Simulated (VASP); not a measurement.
# AlCu5 (P6/mmm) in VASP: notebook

AlCu5 is run at these levels: PBE; tasks: relaxation of cell and atoms, single point.

Program: VASP 6.6.1. These are calculated values, not measurements. Logs are shortened: lines on timing, memory, paths and dates and some standing lists are left out, and cuts for length are marked.

**1. The cell of the first run**

It takes space group P6/mmm (No. 191, hexagonal). The conventional cell has a = 3.892 Å, b = 3.892 Å, c = 6.132 Å, α = 90.00°, β = 90.00°, γ = 120.00°. Al (site symmetry 6/mmm) has 2 Cu at 1.98 Å within 2.6 Å. Cu (site symmetry mmm) has 8 Cu at 1.95 to 2.23 Å within 2.6 Å. Cu (site symmetry 6mm) has 1 Al at 1.98 Å and 7 Cu at 2.17 to 2.23 Å within 2.6 Å.

The cell was built from a structure type or drawn by symmetry, and may not be a known phase.

**2. Relaxation of cell and atoms, PBE**

The input, INCAR:

```
ALGO = Normal ; EDIFF = 1E-7
EDIFFG = -0.04 ; ENCUT = 600
GGA = PE ; IBRION = 2
ISIF = 3 ; ISMEAR = 0
LASPH = True ; LCHARG = False
LREAL = False ; LWAVE = False
NELM = 100 ; NSW = 90
PREC = Accurate ; SIGMA = 0.1
```

The input, KPOINTS:

```
k-points
0
Gamma
  6 6 4
```

The input, POSCAR:

```
AlCu5
1.0
    3.8915781600      0.0000000000      0.0000000000
   -1.9457890800      3.3702055500      0.0000000000
    0.0000000000      0.0000000000      6.1321878900
Al Cu
1 5
Direct
    0.0000000000      0.0000000000      0.0000000000
    0.5000000000      0.0000000000      0.5000000000
    0.0000000000      0.5000000000      0.5000000000
    0.5000000000      0.5000000000      0.5000000000
    0.0000000000      0.0000000000      0.6771461200
    0.0000000000      0.0000000000      0.3228538800
```

Potentials or basis: VASP PAW PBE potentials, release 64 (Al, Cu).

Started as:

```console
$ cat potpaw_PBE.64/Al/POTCAR potpaw_PBE.64/Cu/POTCAR > POTCAR
$ mpirun -np 1 vasp_std > vasp.out
```

OUTCAR:

```text
EDIFF = 1E-7
   EDIFFG = -0.04
   ENCUT = 600
   GGA = PE
   IBRION = 2
   ISIF = 3
   ISMEAR = 0
   LASPH = True
   LREAL = False
   NELM = 100
   NSW = 90
   PREC = Accurate

 ion  position               nearest neighbor table
   1  0.000  0.000  0.000-   5 1.98   6 1.98
   2  0.500  0.000  0.500-   3 1.95   4 1.95   4 1.95   3 1.95   5 2.23   5 2.23   6 2.23   6 2.23

   3  0.000  0.500  0.500-   4 1.95   4 1.95   2 1.95   2 1.95   5 2.23   6 2.23   5 2.23   6 2.23

   4  0.500  0.500  0.500-   3 1.95   3 1.95   2 1.95   2 1.95   5 2.23   6 2.23   5 2.23   6 2.23

   5  0.000  0.000  0.677-   1 1.98   6 2.17   2 2.23   2 2.23   3 2.23   3 2.23   4 2.23   4 2.23

   6  0.000  0.000  0.323-   1 1.98   5 2.17   2 2.23   2 2.23   3 2.23   3 2.23   4 2.23   4 2.23

  LATTYP: Found a hexagonal cell.
 ALAT       =     3.8915781600
 C/A-ratio  =     1.5757586352

  Lattice vectors:

 A1 = (   3.8915781600,   0.0000000000,   0.0000000000)
 A2 = (  -1.9457890800,   3.3702055500,   0.0000000000)
 A3 = (   0.0000000000,   0.0000000000,   6.1321878900)

Analysis of symmetry for initial positions (statically):
=====================================================================
 Subroutine PRICEL returns:
 Original cell was already a primitive cell.

 Routine SETGRP: Setting up the symmetry group for a
 hexagonal supercell.

 Subroutine GETGRP returns: Found 24 space group operations
 (whereof 24 operations were pure point group operations)
 out of a pool of 24 trial point group operations.

The static configuration has the point symmetry D_6h.

Analysis of symmetry for dynamics (positions and initial velocities):
=====================================================================
 Subroutine PRICEL returns:
 Original cell was already a primitive cell.

 Routine SETGRP: Setting up the symmetry group for a
 hexagonal supercell.

 Subroutine GETGRP returns: Found 24 space group operations
 (whereof 24 operations were pure point group operations)
 out of a pool of 24 trial point group operations.

The dynamic configuration has the point symmetry D_6h.

 Subroutine INISYM returns: Found 24 space group operations
 (whereof 24 operations are pure point group operations),
 and found     1 'primitive' translations

----------------------------------------------------------------------------------------

                                     Primitive cell

  volume of cell :      80.4262

  direct lattice vectors                    reciprocal lattice vectors
     3.891578160  0.000000000  0.000000000     0.256965159  0.148358904  0.000000000
    -1.945789080  3.370205550  0.000000000     0.000000000  0.296717807  0.000000000
     0.000000000  0.000000000  6.132187890     0.000000000  0.000000000  0.163073933

  length of vectors
     3.891578160  3.891578162  6.132187890     0.296717807  0.296717807  0.163073933

  position of ions in fractional coordinates (direct lattice)
     0.000000000  0.000000000  0.000000000
     0.500000000  0.000000000  0.500000000
     1.000000000  0.500000000  0.500000000
     0.500000000  0.500000000  0.500000000
     0.000000000  0.000000000  0.677146120
     0.000000000  0.000000000  0.322853880

  ion indices of the primitive-cell ions
   primitive index   ion index
                 1           1
                 2           2
                 3           3
                 4           4
                 5           5
                 6           6

----------------------------------------------------------------------------------------

 KPOINTS: k-points

Automatic generation of k-mesh.
 Grid dimensions read from file:
 generate k-points for:    6    6    4

 Generating k-lattice:

  Cartesian coordinates                     Fractional coordinates (reciprocal lattice)
     0.042827526  0.024726484  0.000000000     0.166666667  0.000000000  0.000000000
     0.000000000  0.049452968  0.000000000     0.000000000  0.166666667  0.000000000
     0.000000000  0.000000000  0.040768483     0.000000000  0.000000000  0.250000000

  Length of vectors
     0.049452968  0.049452968  0.040768483

  Shift w.r.t. Gamma in fractional coordinates (k-lattice)
     0.000000000  0.000000000  0.000000000

 Subroutine IBZKPT returns following result:
 ===========================================

 Found     21 irreducible k-points:

 Following reciprocal coordinates:
            Coordinates               Weight
  0.000000  0.000000  0.000000      1.000000
  0.166667  0.000000  0.000000      6.000000
  0.333333  0.000000  0.000000      6.000000
  0.500000  0.000000  0.000000      3.000000
  0.166667  0.166667  0.000000      6.000000
  0.333333  0.166667  0.000000     12.000000
[... 13 lines left out ...]
  0.333333  0.166667  0.500000     12.000000
  0.333333  0.333333  0.500000      2.000000
   k-points           NKPTS =     21   k-points in BZ     NKDIM =     21   number of bands    NBANDS=     34
   number of dos      NEDOS =    301   number of ions     NIONS =      6
   total plane-waves  NPLWV =  51200
   dimension x,y,z NGX =    32 NGY =   32 NGZ =   50
   dimension x,y,z NGXF=    64 NGYF=   64 NGZF=  100
   ions per type =               1   5
   NGX,Y,Z   is equivalent  to a cutoff of  13.67, 13.67, 13.56 a.u.
   NGXF,Y,Z  is equivalent  to a cutoff of  27.34, 27.34, 27.11 a.u.
 SYSTEM =  unknown system
   PREC   = accura    normal or accurate (medium, high low for compatibility)
   ISTART =      0    job   : 0-new  1-cont  2-samecut
   ICHARG =      2    charge: 1-file 2-atom 10-const
   ISPIN  =      1    spin polarized calculation?
   LNONCOLLINEAR =      F non collinear calculations
   LSORBIT =      F    spin-orbit coupling
   LASPH  =      T    aspherical Exc in radial PAW
   ENCUT  =  600.0 eV  44.10 Ry    6.64 a.u.   7.77  7.77 12.25*2*pi/ulx,y,z
   NELM   =    100;   NELMIN=  2; NELMDL= -5     # of ELM steps
   EDIFF  = 0.1E-06   stopping-criterion for ELM
   LREAL  =      F    real-space projection
   EDIFFG = -.4E-01   stopping-criterion for IOM
   NSW    =     90    number of steps for IOM
   IBRION =      2    ionic relax: 0-MD 1-quasi-New 2-CG
   NFREE  =      1    steps in history (QN), initial steepest desc. (CG)
   ISIF   =      3    stress and relaxation
   ISYM   =      2    0-nonsym 1-usesym 2-fastsym
   POTIM  = 0.5000    time-step for ionic-motion
   TEBEG  =    0.0;   TEEND  =   0.0 temperature during run
   PSTRESS=    0.0 pullay stress
   NELECT =      58.0000    total number of electrons
   NUPDOWN=      -1.0000    fix difference up-down
   EMIN   =  10.00;   EMAX   =-10.00  energy-range for DOS
   EFERMI =   0.00;   METHOD = LEGACY
   ISMEAR =     0;   SIGMA  =   0.10  broadening in eV -4-tet -1-fermi 0-gaus
   EFERMI_NEDOS =   21; number of points for ismear=-14 and -15
   IALGO  =     38    algorithm
   IMIX   =      4    mixing-type and parameters
     AMIX     =   0.40;   BMIX     =  1.00
     AMIX_MAG =   1.60;   BMIX_MAG =  1.00
  volume/ion in A,a.u.               =      13.40        90.46
  Fermi-wavevector in a.u.,A,eV,Ry     =   1.468086  2.774281 29.324335  2.155278
  Thomas-Fermi vector in A             =   2.583626
   LORBIT       =      0    0 simple, 1 ext, 2 COOP (PROOUT), +10 PAW based schemes
   GGA     = PE    functional components
   LHFCALC =     F    Hartree Fock is set to
   AEXX    =    0.0000 exact exchange contribution
   IVDW    =     0    specifies the selected vdW correction
   LEPSILON=     F    determine dielectric tensor
   LRPA    =     F    only Hartree local field effects (RPA)
 conjugate gradient relaxation of ions
 non-spin polarized calculation
 Gauss-broadening in eV      SIGMA  =   0.10
  energy-cutoff  :      600.00
  volume of cell :       80.43
 maximum number of plane-waves:      2712
 NGX is ok and might be reduce to    32
   NGX = 15   NGY = 15   NGZ = 25

--------------------------------------- Ionic step        1  -------------------------------------------

 number of electron      57.9999979 magnetization

 Free energy of the ion-electron system (eV)
  ---------------------------------------------------
  ext. energy  EPLUGINS =         0.00000000
  ---------------------------------------------------
  free energy    TOTEN  =        -8.47599121 eV

  energy without entropy =       -8.45345845  energy(sigma->0) =       -8.46472483

 E-fermi :   7.2183     XC(G=0): -11.2324

 val. band max:        7.1986446321   @ k =   0.1667   0.0000   0.0000
 cond. band min:       7.2238661613   @ k =   0.3333   0.1667   0.2500
 fundamental gap:      0.0252215293
 Fermi energy:         7.2183020365

 k-point     1 :       0.0000    0.0000    0.0000
  band No.  band energies     occupation
      1      -3.7613      2.00000
      2      -1.6761      2.00000
      3      -0.2618      2.00000
      4      -0.2618      2.00000
      5       0.5128      2.00000
      6       0.5541      2.00000
[... 1068 lines left out ...]
 POSITION                                       TOTAL-FORCE (eV/Angst)
 -----------------------------------------------------------------------------------
     -0.00000      0.00000      0.00000        -0.000000      0.000000      0.000000
      2.36426      0.00000      3.46844        -0.000000      0.000000      0.000000
     -1.18213      2.04751      3.46844        -0.000000      0.000000      0.000000
      1.18213      2.04751      3.46844        -0.000000      0.000000      0.000000
     -0.00000      0.00000      4.61405        -0.000000      0.000000      0.165632
     -2.36426      4.09503      2.32283         0.000000     -0.000000     -0.165632
 -----------------------------------------------------------------------------------
    total drift:                               -0.000000      0.000000     -0.000000

  FREE ENERGIE OF THE ION-ELECTRON SYSTEM (eV)
  ---------------------------------------------------
  free  energy   TOTEN  =       -18.5643435635 eV

  energy  without entropy=      -18.5465300404  energy(sigma->0) =      -18.55543680

--------------------------------------- Ionic step        9  -------------------------------------------

 number of electron      57.9999880 magnetization

 Free energy of the ion-electron system (eV)
  ---------------------------------------------------
  ext. energy  EPLUGINS =         0.00000000
  ---------------------------------------------------
  free energy    TOTEN  =       -18.56691812 eV

  energy without entropy =      -18.55001595  energy(sigma->0) =      -18.55846704

 E-fermi :   2.5445     XC(G=0):  -8.7469

 val. band max:        2.5162130606   @ k =   0.5000   0.0000   0.2500
 cond. band min:       2.5872561918   @ k =   0.3333   0.1667   0.5000
 fundamental gap:      0.0710431313
 Fermi energy:         2.5445147407

 k-point     1 :       0.0000    0.0000    0.0000
  band No.  band energies     occupation
      1      -4.8442      2.00000
      2      -2.4899      2.00000
      3      -1.6747      2.00000
      4      -1.4081      2.00000
      5      -1.4081      2.00000
      6      -0.9699      2.00000
[... 788 lines left out ...]
 POSITION                                       TOTAL-FORCE (eV/Angst)
 -----------------------------------------------------------------------------------
      4.73931      0.00000      6.91376        -0.000000      0.000000      0.000000
      2.36966      0.00000      3.45688        -0.000000      0.000000      0.000000
      3.55449      2.05218      3.45688        -0.000000      0.000000      0.000000
      1.18483      2.05218      3.45688        -0.000000      0.000000      0.000000
     -0.00000      0.00000      4.60584        -0.000000      0.000000      0.016191
     -0.00000      0.00000      2.30791         0.000000     -0.000000     -0.016191
 -----------------------------------------------------------------------------------
    total drift:                                0.000000     -0.000000     -0.000000

  FREE ENERGIE OF THE ION-ELECTRON SYSTEM (eV)
  ---------------------------------------------------
  free  energy   TOTEN  =       -18.5669181201 eV

  energy  without entropy=      -18.5500159549  energy(sigma->0) =      -18.55846704

 reached required accuracy - stopping structural energy minimisation
```

Run time: 9.5 min. Hardware: 1 thread of Intel Xeon Platinum 8488C (Sapphire Rapids), shared host; peak memory 0.25 GiB.

Results:

```yaml
Free_energy: -18.5669 eV
Relaxed_volume: 22.41 Å³/atom
Relaxed_cell: a = 4.739 Å, b = 4.739 Å, c = 6.914 Å, α = 90.00°, β = 90.00°, γ = 120.00°
Space_group_after_relaxing_to_0.1_Å: P6/mmm (No. 191)
Energy_gained_by_relaxing: 1681.8 meV/atom
Ionic_steps: 9
Pressure_after_relaxing: 0.0 GPa
Largest_force_after_relaxing: 0.016 eV/Å
Band_gap_on_the_k_mesh: zero (bands 29 and 30 overlap by 1.75 eV)
```

Forces in eV/Å, atoms in the order of the input:
```
Al   0.000  0.000  0.000
Cu   0.000  0.000  0.000
Cu   0.000  0.000  0.000
Cu   0.000  0.000  0.000
Cu   0.000  0.000  0.016
Cu   0.000  0.000 -0.016
```

Step by step:
```tsv
step	energy change (eV)	largest force (eV/Å)	pressure (GPa)	volume (Å³)
1	0.0000	2.1613	94.67	80.43
2	-6.7926	1.0158	-7.44	211.09
3	-9.7457	2.3042	0.49	133.41
4	-9.7468	2.3100	1.00	132.17
5	-10.0442	0.6774	-0.54	135.52
6	-10.0604	0.2270	-0.78	136.56
7	-10.0873	0.0775	-0.10	134.75
8	-10.0884	0.1656	0.09	134.32
9	-10.0909	0.0162	0.02	134.49
```

Final structure:
```
Al Cu
1.0
     4.73931    0.00000    0.00000
    -2.36966    4.10437    0.00000
     0.00000    0.00000    6.91376
Al Cu
1 5
Direct
  0.00000 0.00000 0.00000
  0.50000 0.00000 0.50000
  0.00000 0.50000 0.50000
  0.50000 0.50000 0.50000
  0.00000 0.00000 0.66619
  0.00000 0.00000 0.33381
```

Levels at points of the mesh, in eV from the Fermi level:
| k point | band 25 | band 26 | band 27 | band 28 | band 29 | band 30 | band 31 | band 32 | band 33 | band 34 |
| --- | --- | --- | --- | --- | --- | --- | --- | --- | --- | --- |
| (0.00, 0.00, 0.00) | -1.43 | -1.25 | -1.25 | -0.78 | 1.03 | 1.03 | 1.85 | 4.07 | 4.07 | 4.26 |
| (0.50, 0.00, 0.00) | -1.73 | -1.63 | -1.61 | -1.36 | -0.50 | 1.00 | 1.02 | 1.36 | 1.48 | 3.59 |
| (0.00, 0.00, 0.50) | -1.25 | -1.25 | -0.78 | 0.50 | 1.37 | 1.60 | 1.60 | 1.87 | 2.80 | 2.80 |
| (0.50, 0.00, 0.50) | -1.62 | -1.61 | -1.42 | -1.36 | -0.26 | 0.63 | 1.62 | 1.72 | 2.02 | 3.58 |

Caveat: the volume moved by over 15 % at a fixed basis, so the end points are rough.

**3. Single point, PBE**

This run uses another cell than the first one, of 22.40 Å³/atom.

The input, INCAR:

```
SYSTEM = AlCu5
PREC = Accurate ; ENCUT = 520
EDIFF = 1E-6 ; ISMEAR = 0
SIGMA = 0.1 ; LREAL = .FALSE.
LASPH = .TRUE. ; NELM = 80
ALGO = Fast ; ISIF = 2
LWAVE = .FALSE. ; LCHARG = .FALSE.
GGA = PE ; NBANDS = 38
```

The input, KPOINTS:

```
regular mesh
0
G
  12 12 6
  0 0 0
```

The input, POSCAR:

```
AlCu5
1.0
    4.7247254636      0.0000000000      0.0000000000
   -2.3623627318      4.0917322773      0.0000000000
    0.0000000000      0.0000000000      6.9506518143
Al Cu
1 5
Direct
    0.0000000000      0.0000000000      0.0000000000
    0.5000000000      0.0000000000      0.5000000000
    0.0000000000      0.5000000000      0.5000000000
    0.5000000000      0.5000000000      0.5000000000
    0.0000000000      0.0000000000      0.6663912734
    0.0000000000      0.0000000000      0.3336087266
```

Potentials or basis: VASP PAW PBE potentials, release 64 (Al, Cu).

Started as:

```console
$ cat potpaw_PBE.64/Al/POTCAR potpaw_PBE.64/Cu/POTCAR > POTCAR
$ mpirun -np 1 vasp_std > vasp.out
```

Run time: 8.8 min. Hardware: 1 thread of Intel Xeon Platinum 8488C (Sapphire Rapids), shared host; peak memory 0.44 GiB.

The run converged. Its results:

* Free energy: -18.6685 eV
* Pressure: 0.4 GPa
* Largest force: 0.020 eV/Å
* Band gap on the k mesh: zero (bands 29 and 30 overlap by 2.05 eV)

Forces in eV/Å, atoms in the order of the input:
```
Al   0.000  0.000  0.000
Cu   0.000  0.000  0.000
Cu   0.000  0.000  0.000
Cu   0.000  0.000  0.000
Cu   0.000  0.000  0.020
Cu   0.000  0.000 -0.020
```

Levels at points of the mesh, in eV from the Fermi level:
```tsv
k point	band 25	band 26	band 27	band 28	band 29	band 30	band 31	band 32	band 33	band 34
(0.00, 0.00, 0.00)	-1.57	-1.38	-1.38	-0.93	1.01	1.01	1.73	4.03	4.03	4.17
(0.50, 0.00, 0.00)	-1.83	-1.77	-1.74	-1.48	-0.56	0.96	0.96	1.26	1.39	3.54
(0.00, 0.00, 0.50)	-1.38	-1.38	-0.93	0.44	1.24	1.55	1.55	1.74	2.81	2.81
(0.50, 0.00, 0.50)	-1.76	-1.74	-1.51	-1.48	-0.32	0.57	1.55	1.63	2.02	3.48
```
